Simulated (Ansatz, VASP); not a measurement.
## AgI: VASP beside Ansatz

```
Ag I
1.0
     0.00000    3.25535    3.25535
     3.25535    0.00000    3.25535
     3.25535    3.25535    0.00000
Ag I
1 1
Cartesian
  0.0000 0.0000 0.0000
  1.6277 1.6277 1.6277
```

Alike in both runs: task single point; functional r2SCAN; k mesh 6 × 6 × 6; no spin polarisation.

```csv
,VASP,Ansatz
version,VASP 6.6.1,Ansatz 0.2.0
potentials or method,"VASP PAW PBE potentials, release 64 (Ag, I)","plane waves, PAW"
plane-wave cutoff (eV),550,500
occupations,"gaussian, width 0.01 eV",fixed
valence electrons in the cell,18,36
```

```tsv
	VASP	Ansatz	Ansatz less VASP
gap on the k mesh at the Fermi level (eV)	1.79	1.82	+0.031
pressure (GPa)	0.8	1.0	+0.12
```

VASP's potentials were made for PBE, not for r2SCAN. VASP's potentials hold 18 valence electrons a cell and Ansatz's 36, so a difference there can come from the potentials and not from the codes.

Neither program's run includes spin-orbit coupling.
